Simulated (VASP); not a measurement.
Ge: relaxation of cell and atoms with PBE

The system is Ge.

```
Ge
1.0
     2.52135    0.00000    0.00000
     0.00000    2.52135    0.00000
     0.00000    0.00000    2.52135
Ge
1
Cartesian
  0.0000 0.0000 0.0000
```

This isn't the form of Ge at room conditions, which is diamond.

- Program: VASP 6.6.1
- Task: relaxation of cell and atoms
- Functional: PBE
- Potentials or basis: VASP PAW PBE potentials, release 64 (Ge_d)
- Cutoff: 600 eV
- k mesh: 15 × 15 × 15
- Occupations: fermi-dirac, width 0.05 eV
- Spin: no spin polarisation
- Target pressure: 24 GPa
- Dipole correction: no
- Further INCAR settings: ALGO = Normal; EDIFF = 1e-07; IBRION = 2; EDIFFG = -0.005; NSW = 32; ISIF = 3

| Item | Value |
| --- | --- |
| Relaxed volume | 16.04 Å³/atom |
| Relaxed cell | a = 2.522 Å, b = 2.522 Å, c = 2.522 Å, α = 90.00°, β = 90.00°, γ = 90.00° |
| Space group after relaxing (to 0.1 Å) | Pm-3m (No. 221) |
| Energy change on relaxing (the run minimises the enthalpy) | -1.3 meV/atom |
| Ionic steps | 3 |
| Pressure after relaxing | 24.0 GPa |
| Band gap on the k mesh | zero (bands 7 and 8 overlap by 10.56 eV) |

Step by step:
```csv
step,energy change (eV),largest force (eV/Å),pressure (GPa),volume (Å³)
1,0.0000,0.0000,24.12,16.03
2,-0.0040,0.0000,23.85,16.06
3,-0.0013,0.0000,23.99,16.04
```

Final structure:
```cif
data_structure
_symmetry_space_group_name_H-M 'P 1'
_symmetry_Int_Tables_number 1
_cell_length_a 2.5218
_cell_length_b 2.5218
_cell_length_c 2.5218
_cell_angle_alpha 90.000
_cell_angle_beta 90.000
_cell_angle_gamma 90.000
_cell_volume 16.04
loop_
_atom_site_label
_atom_site_type_symbol
_atom_site_fract_x
_atom_site_fract_y
_atom_site_fract_z
_atom_site_occupancy
Ge1 Ge 0.00000 0.00000 0.00000 1
```

Levels at points of the mesh, in eV from the Fermi level:
```tsv
k point	band 5	band 6	band 7	band 8	band 9	band 10
(0.00, 0.00, 0.00)	-24.52	-14.65	7.82	7.82	7.82	10.90
```

It took 61 s on 1 thread of Intel Xeon 8259CL, with other jobs on the host, peak memory 0.14 GiB.

Caveat: the cell is relaxed towards a set pressure, so the run minimises the enthalpy, not the energy.
